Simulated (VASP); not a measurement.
# ZnCd3Te4 (P-4m2) in VASP: a series of runs

ZnCd3Te4 is run at these levels: PBE; tasks: single point, relaxation of shape and atoms at fixed volume.

Everything below comes from runs of VASP 6.6.1. Logs are shortened: lines on timing, memory, paths and dates and some standing lists are left out, and cuts for length are marked.

### 1 The cell of the first run

Symmetry: P-4m2, No. 115, tetragonal system. The conventional cell has a = 4.498 Å, b = 4.498 Å, c = 12.818 Å, α = 90.00°, β = 90.00°, γ = 90.00°. Within 3.5 Å of Zn (site symmetry -4m2) lie 4 Te at 2.66 Å. Within 3.7 Å of Cd (site symmetry 2mm) lie 4 Te at 2.80 Å. Within 3.7 Å of Cd (site symmetry -4m2) lie 4 Te at 2.80 Å. Te (site symmetry 2mm) has 4 Cd at 2.80 Å within 3.7 Å. Within 3.5 Å of Te (site symmetry 2mm) lie 2 Zn at 2.66 Å and 2 Cd at 2.80 Å.

### 2 Single point, PBE (32.41 Å³/atom)

INCAR

```
  PREC = Accurate
  ENCUT = 520
  EDIFF = 1E-7
  ISMEAR = 0
  SIGMA = 0.02
  LREAL = F
  LASPH = T
  NELM = 100
  ALGO = Normal
  ISIF = 2
  LWAVE = F
  LCHARG = T
  GGA = PE
  LELF = T
  LVHAR = T
  NBANDS = 46
```

KPOINTS

```
Automatic mesh
0
Gamma
  6 6 2
```

POSCAR

```
ZnCd3Te4
1.0
    4.4977941111      0.0000000000      0.0000000000
    0.0000000000      4.4977941111      0.0000000000
    0.0000000000      0.0000000000     12.8181810158
Zn Cd Te
1 3 4
Direct
    0.0000000000      0.0000000000      0.0000000000
    0.5000000000      0.5000000000      0.7592756493
    0.0000000000      0.0000000000      0.5000000000
    0.5000000000      0.5000000000      0.2407243507
    0.5000000000      0.0000000000      0.6296518532
    0.0000000000      0.5000000000      0.3703481468
    0.5000000000      0.0000000000      0.1104542458
    0.0000000000      0.5000000000      0.8895457542
```

Potentials or basis: VASP PAW PBE potentials, release 64 (Zn, Cd, Te).

Started as:

```sh
> cat potpaw_PBE.64/Zn/POTCAR potpaw_PBE.64/Cd/POTCAR potpaw_PBE.64/Te/POTCAR > POTCAR
> mpirun -np 1 vasp_std > vasp.out
```

OUTCAR:

```text
PREC = Accurate
   ENCUT = 520
   EDIFF = 1E-7
   ISMEAR = 0
   LREAL = F
   LASPH = T
   NELM = 100
   ISIF = 2
   GGA = PE

 ion  position               nearest neighbor table
   1  0.000  0.000  0.000-   7 2.66   8 2.66   8 2.66   7 2.66
   2  0.500  0.500  0.759-   5 2.80   5 2.80   8 2.80   8 2.80
   3  0.000  0.000  0.500-   5 2.80   6 2.80   6 2.80   5 2.80
   4  0.500  0.500  0.241-   6 2.80   6 2.80   7 2.80   7 2.80
   5  0.500  0.000  0.630-   2 2.80   2 2.80   3 2.80   3 2.80
   6  0.000  0.500  0.370-   4 2.80   4 2.80   3 2.80   3 2.80
   7  0.500  0.000  0.110-   1 2.66   1 2.66   4 2.80   4 2.80
   8  0.000  0.500  0.890-   1 2.66   1 2.66   2 2.80   2 2.80

  LATTYP: Found a simple tetragonal cell.
 ALAT       =     4.4977941111
 C/A-ratio  =     2.8498816751

  Lattice vectors:

 A1 = (   4.4977941111,   0.0000000000,   0.0000000000)
 A2 = (   0.0000000000,   4.4977941111,   0.0000000000)
 A3 = (   0.0000000000,   0.0000000000,  12.8181810158)

Analysis of symmetry for initial positions (statically):
=====================================================================
 Subroutine PRICEL returns:
 Original cell was already a primitive cell.

 Routine SETGRP: Setting up the symmetry group for a
 simple tetragonal supercell.

 Subroutine GETGRP returns: Found  8 space group operations
 (whereof  8 operations were pure point group operations)
 out of a pool of 16 trial point group operations.

The static configuration has the point symmetry D_2d.

Analysis of symmetry for dynamics (positions and initial velocities):
=====================================================================
 Subroutine PRICEL returns:
 Original cell was already a primitive cell.

 Routine SETGRP: Setting up the symmetry group for a
 simple tetragonal supercell.

 Subroutine GETGRP returns: Found  8 space group operations
 (whereof  8 operations were pure point group operations)
 out of a pool of 16 trial point group operations.

The dynamic configuration has the point symmetry D_2d.

 Subroutine INISYM returns: Found  8 space group operations
 (whereof  8 operations are pure point group operations),
 and found     1 'primitive' translations

----------------------------------------------------------------------------------------

                                     Primitive cell

  volume of cell :     259.3137

  direct lattice vectors                    reciprocal lattice vectors
     4.497794111  0.000000000  0.000000000     0.222331208  0.000000000  0.000000000
     0.000000000  4.497794111  0.000000000     0.000000000  0.222331208  0.000000000
     0.000000000  0.000000000 12.818181016     0.000000000  0.000000000  0.078014189

  length of vectors
     4.497794111  4.497794111 12.818181016     0.222331208  0.222331208  0.078014189

  position of ions in fractional coordinates (direct lattice)
     0.000000000  0.000000000  0.000000000
     0.500000000  0.500000000  0.759275649
     0.000000000  0.000000000  0.500000000
     0.500000000  0.500000000  0.240724351
     0.500000000  0.000000000  0.629651853
     0.000000000  0.500000000  0.370348147
     0.500000000  0.000000000  0.110454246
     0.000000000  0.500000000  0.889545754

  ion indices of the primitive-cell ions
   primitive index   ion index
                 1           1
                 2           2
                 3           3
                 4           4
                 5           5
                 6           6
                 7           7
                 8           8

----------------------------------------------------------------------------------------

 KPOINTS: Automatic mesh

Automatic generation of k-mesh.
 Grid dimensions read from file:
 generate k-points for:    6    6    2

 Generating k-lattice:

  Cartesian coordinates                     Fractional coordinates (reciprocal lattice)
     0.037055201  0.000000000  0.000000000     0.166666667  0.000000000  0.000000000
     0.000000000  0.037055201  0.000000000     0.000000000  0.166666667  0.000000000
     0.000000000  0.000000000  0.039007095     0.000000000  0.000000000  0.500000000

  Length of vectors
     0.037055201  0.037055201  0.039007095

  Shift w.r.t. Gamma in fractional coordinates (k-lattice)
     0.000000000  0.000000000  0.000000000

 Subroutine IBZKPT returns following result:
 ===========================================

 Found     20 irreducible k-points:

 Following reciprocal coordinates:
            Coordinates               Weight
  0.000000  0.000000  0.000000      1.000000
  0.166667  0.000000  0.000000      4.000000
  0.333333  0.000000  0.000000      4.000000
  0.500000  0.000000  0.000000      2.000000
  0.166667  0.166667  0.000000      4.000000
  0.333333  0.166667  0.000000      8.000000
[... 12 lines left out ...]
  0.500000  0.333333  0.500000      4.000000
  0.500000  0.500000  0.500000      1.000000
   k-points           NKPTS =     20   k-points in BZ     NKDIM =     20   number of bands    NBANDS=     46
   number of dos      NEDOS =    301   number of ions     NIONS =      8
   total plane-waves  NPLWV = 124416
   dimension x,y,z NGX =    36 NGY =   36 NGZ =   96
   dimension x,y,z NGXF=    72 NGYF=   72 NGZF=  192
   ions per type =               1   3   4
   NGX,Y,Z   is equivalent  to a cutoff of  13.31, 13.31, 12.45 a.u.
   NGXF,Y,Z  is equivalent  to a cutoff of  26.61, 26.61, 24.90 a.u.
 SYSTEM =  unknown system
   PREC   = accura    normal or accurate (medium, high low for compatibility)
   ISTART =      0    job   : 0-new  1-cont  2-samecut
   ICHARG =      2    charge: 1-file 2-atom 10-const
   ISPIN  =      1    spin polarized calculation?
   LNONCOLLINEAR =      F non collinear calculations
   LSORBIT =      F    spin-orbit coupling
   LASPH  =      T    aspherical Exc in radial PAW
   ENCUT  =  520.0 eV  38.22 Ry    6.18 a.u.   8.36  8.36 23.83*2*pi/ulx,y,z
   NELM   =    100;   NELMIN=  2; NELMDL= -5     # of ELM steps
   EDIFF  = 0.1E-06   stopping-criterion for ELM
   LREAL  =      F    real-space projection
   EDIFFG = 0.1E-05   stopping-criterion for IOM
   NSW    =      0    number of steps for IOM
   IBRION =     -1    ionic relax: 0-MD 1-quasi-New 2-CG
   NFREE  =      0    steps in history (QN), initial steepest desc. (CG)
   ISIF   =      2    stress and relaxation
   ISYM   =      2    0-nonsym 1-usesym 2-fastsym
   POTIM  = 0.5000    time-step for ionic-motion
   TEBEG  =    0.0;   TEEND  =   0.0 temperature during run
   PSTRESS=    0.0 pullay stress
   NELECT =      72.0000    total number of electrons
   NUPDOWN=      -1.0000    fix difference up-down
   EMIN   =  10.00;   EMAX   =-10.00  energy-range for DOS
   EFERMI =   0.00;   METHOD = LEGACY
   ISMEAR =     0;   SIGMA  =   0.02  broadening in eV -4-tet -1-fermi 0-gaus
   EFERMI_NEDOS =   21; number of points for ismear=-14 and -15
   IALGO  =     38    algorithm
   IMIX   =      4    mixing-type and parameters
     AMIX     =   0.40;   BMIX     =  1.00
     AMIX_MAG =   1.60;   BMIX_MAG =  1.00
  volume/ion in A,a.u.               =      32.41       218.74
  Fermi-wavevector in a.u.,A,eV,Ry     =   1.068014  2.018255 15.519553  1.140655
  Thomas-Fermi vector in A             =   2.203649
   LORBIT       =      0    0 simple, 1 ext, 2 COOP (PROOUT), +10 PAW based schemes
   GGA     = PE    functional components
   LHFCALC =     F    Hartree Fock is set to
   AEXX    =    0.0000 exact exchange contribution
   IVDW    =     0    specifies the selected vdW correction
   LEPSILON=     F    determine dielectric tensor
   LRPA    =     F    only Hartree local field effects (RPA)
 non-spin polarized calculation
 Gauss-broadening in eV      SIGMA  =   0.02
  energy-cutoff  :      520.00
  volume of cell :      259.31
 maximum number of plane-waves:      7019
 NGX is ok and might be reduce to    36
   NGX = 17   NGY = 17   NGZ = 47

 number of electron      72.0000039 magnetization

 Free energy of the ion-electron system (eV)
  ---------------------------------------------------
  ext. energy  EPLUGINS =         0.00000000
  ---------------------------------------------------
  free energy    TOTEN  =       -19.40839033 eV

  energy without entropy =      -19.40839033  energy(sigma->0) =      -19.40839033

 E-fermi :   2.7445     XC(G=0):  -8.6962

 val. band max:        2.6168229516   @ k =   0.0000   0.0000   0.0000
 cond. band min:       3.4533990640   @ k =   0.0000   0.0000   0.0000
 fundamental gap:      0.8365761124
 Fermi energy:         2.7444542879

 k-point     1 :       0.0000    0.0000    0.0000
  band No.  band energies     occupation
      1      -8.7993      2.00000
      2      -8.4561      2.00000
      3      -8.3397      2.00000
      4      -8.0443      2.00000
      5      -5.7080      2.00000
      6      -5.7080      2.00000
[... 38 lines left out ...]
     45       7.1651      0.00000
     46       7.1667      0.00000

 k-point     2 :       0.1667    0.0000    0.0000
  band No.  band energies     occupation
      1      -8.7096      2.00000
      2      -8.4091      2.00000
      3      -8.3060      2.00000
      4      -8.0495      2.00000
      5      -5.7001      2.00000
      6      -5.6907      2.00000
[... 38 lines left out ...]
     45       7.3166      0.00000
     46       7.6816      0.00000

 k-point     3 :       0.3333    0.0000    0.0000
  band No.  band energies     occupation
      1      -8.4881      2.00000
      2      -8.3098      2.00000
      3      -8.2437      2.00000
      4      -8.0935      2.00000
      5      -5.6811      2.00000
      6      -5.6796      2.00000
[... 822 lines left out ...]
     45       9.0079      0.00000
     46       9.1332      0.00000

 k-point    20 :       0.5000    0.5000    0.5000
  band No.  band energies     occupation
      1      -8.1070      2.00000
      2      -8.1070      2.00000
      3      -8.0472      2.00000
      4      -8.0472      2.00000
      5      -5.6035      2.00000
      6      -5.6035      2.00000
[... 38 lines left out ...]
     45       9.9976      0.00000
     46       9.9978      0.00000

------------------------ aborting loop because EDIFF is reached ----------------------------------------

  FORCE on cell =-STRESS in cart. coord.  units (eV):
  Direction    XX          YY          ZZ          XY          YZ          ZX
  --------------------------------------------------------------------------------------
  -------------------------------------------------------------------------------------
  Total        4.4473432      4.4473432      4.4650835      0.0000000      0.0000000      0.0000000
  in kB       27.4780356     27.4780356     27.5876444      0.0000000      0.0000000      0.0000000
  external PRESSURE =      27.5145718 kB  Pullay stress =       0.0000000 kB

 VOLUME and BASIS-vectors are now :
 -----------------------------------------------------------------------------
  energy-cutoff  :      520.00
  volume of cell :      259.31
      direct lattice vectors                 reciprocal lattice vectors
     4.497794111  0.000000000  0.000000000     0.222331208  0.000000000  0.000000000
     0.000000000  4.497794111  0.000000000     0.000000000  0.222331208  0.000000000
     0.000000000  0.000000000 12.818181016     0.000000000  0.000000000  0.078014189

 POSITION                                       TOTAL-FORCE (eV/Angst)
 -----------------------------------------------------------------------------------
      0.00000      0.00000      0.00000         0.000000      0.000000      0.000000
      2.24890      2.24890      9.73253        -0.000000      0.000000      0.000627
      0.00000      0.00000      6.40909         0.000000      0.000000      0.000000
      2.24890      2.24890      3.08565         0.000000      0.000000     -0.000627
      2.24890      0.00000      8.07099         0.000000      0.000000      0.000181
      0.00000      2.24890      4.74719        -0.000000      0.000000     -0.000181
      2.24890      0.00000      1.41582         0.000000      0.000000     -0.007238
      0.00000      2.24890     11.40236         0.000000      0.000000      0.007238
 -----------------------------------------------------------------------------------
    total drift:                                0.000000      0.000000      0.000000

  FREE ENERGIE OF THE ION-ELECTRON SYSTEM (eV)
  ---------------------------------------------------
  free  energy   TOTEN  =       -19.4083903337 eV

  energy  without entropy=      -19.4083903337  energy(sigma->0) =      -19.40839033
```

It took 6.9 min on 1 thread of Intel Xeon 8259CL, shared host; peak memory 0.48 GiB.

What came out:

| Quantity | Value |
| --- | --- |
| Free energy | -19.4084 eV |
| Pressure | 2.8 GPa |
| Largest force | 0.007 eV/Å |
| Band gap on the k mesh | 0.84 eV |

Forces in eV/Å, atoms in the order of the input:
```
Zn   0.000  0.000  0.000
Cd   0.000  0.000  0.001
Cd   0.000  0.000  0.000
Cd   0.000  0.000 -0.001
Te   0.000  0.000  0.000
Te   0.000  0.000  0.000
Te   0.000  0.000 -0.007
Te   0.000  0.000  0.007
```

Caveat: spin-orbit coupling is left out, which moves the levels of the heavy elements.

### 3 Relaxation of shape and atoms at fixed volume, PBE (36.55 Å³/atom)

This run uses another cell than the first one, of 36.55 Å³/atom.

INCAR

```
PREC = Accurate
ENCUT = 600
EDIFF = 1E-6
ISMEAR = 0
SIGMA = 0.02
LREAL = False
LASPH = True
NELM = 80
ALGO = Normal
ISIF = 4
LWAVE = False
LCHARG = False
GGA = PE
IBRION = 2
NSW = 50
EDIFFG = -0.01
```

KPOINTS is that of step 2.

POSCAR

```
ZnCd3Te4
1.0
    4.6860275588      0.0000000000      0.0000000000
    0.0000000000      4.6860275588      0.0000000000
    0.0000000000      0.0000000000     13.3166160514
Zn Cd Te
1 3 4
Direct
    0.0000000000      0.0000000000      0.0000000000
    0.5000000000      0.5000000000      0.7589550000
    0.0000000000      0.0000000000      0.5000000000
    0.5000000000      0.5000000000      0.2410450000
    0.5000000000      0.0000000000      0.6294940000
    0.0000000000      0.5000000000      0.3705060000
    0.5000000000      0.0000000000      0.1109910000
    0.0000000000      0.5000000000      0.8890090000
```

Potentials or basis: VASP PAW PBE potentials, release 64 (Zn, Cd, Te).

Started as:

```sh
> cat potpaw_PBE.64/Zn/POTCAR potpaw_PBE.64/Cd/POTCAR potpaw_PBE.64/Te/POTCAR > POTCAR
> mpirun -np 1 vasp_std > vasp.out
```

Wall time 5.5 min (1 thread of Intel Xeon 6975P-C (Granite Rapids), shared host); peak memory 0.63 GiB.

The run converged. Its results:

```yaml
Free_energy: -19.4516 eV
Energy_gained_by_relaxing: 0.0 meV/atom
Ionic_steps: 3
Pressure_after_relaxing: -1.8 GPa
Largest_force_after_relaxing: 0.007 eV/Å
Band_gap_on_the_k_mesh: 0.45 eV
```

Forces in eV/Å, atoms in the order of the input:
```
Zn   0.000  0.000  0.000
Cd   0.000  0.000 -0.007
Cd   0.000  0.000  0.000
Cd   0.000  0.000  0.007
Te   0.000  0.000 -0.002
Te   0.000  0.000  0.002
Te   0.000  0.000 -0.001
Te   0.000  0.000  0.001
```

Final structure:
```
CELL_PARAMETERS angstrom
4.68562 0.00000 0.00000
0.00000 4.68562 0.00000
0.00000 0.00000 13.31892
ATOMIC_POSITIONS crystal
Zn 0.00000 0.00000 0.00000
Cd 0.50000 0.50000 0.75892
Cd 0.00000 0.00000 0.50000
Cd 0.50000 0.50000 0.24108
Te 0.50000 0.00000 0.62950
Te 0.00000 0.50000 0.37050
Te 0.50000 0.00000 0.11120
Te 0.00000 0.50000 0.88880
```

Levels at points of the mesh, in eV from the valence-band top:
| k point | band 32 | band 33 | band 34 | band 35 | band 36 | band 37 | band 38 | band 39 | band 40 | band 41 |
| --- | --- | --- | --- | --- | --- | --- | --- | --- | --- | --- |
| (0.00, 0.00, 0.00) | -0.82 | -0.82 | -0.06 | 0.00 | 0.00 | 0.45 | 2.25 | 2.66 | 2.81 | 2.98 |
| (0.50, 0.00, 0.00) | -0.67 | -0.66 | -0.62 | -0.57 | -0.56 | 1.58 | 1.69 | 2.74 | 3.03 | 5.04 |
| (0.50, 0.50, 0.00) | -1.86 | -1.62 | -1.58 | -1.58 | -1.54 | 2.45 | 2.64 | 2.78 | 2.78 | 3.84 |
| (0.00, 0.00, 0.50) | -1.27 | -0.36 | -0.36 | -0.26 | -0.26 | 1.63 | 1.75 | 2.42 | 2.74 | 3.11 |
| (0.50, 0.00, 0.50) | -1.15 | -0.95 | -0.62 | -0.57 | -0.57 | 2.06 | 2.33 | 2.34 | 2.41 | 4.84 |
| (0.50, 0.50, 0.50) | -1.77 | -1.77 | -1.72 | -1.68 | -1.68 | 2.95 | 3.04 | 3.15 | 3.34 | 3.39 |

Caveat: spin-orbit coupling is left out, which moves the levels of the heavy elements.
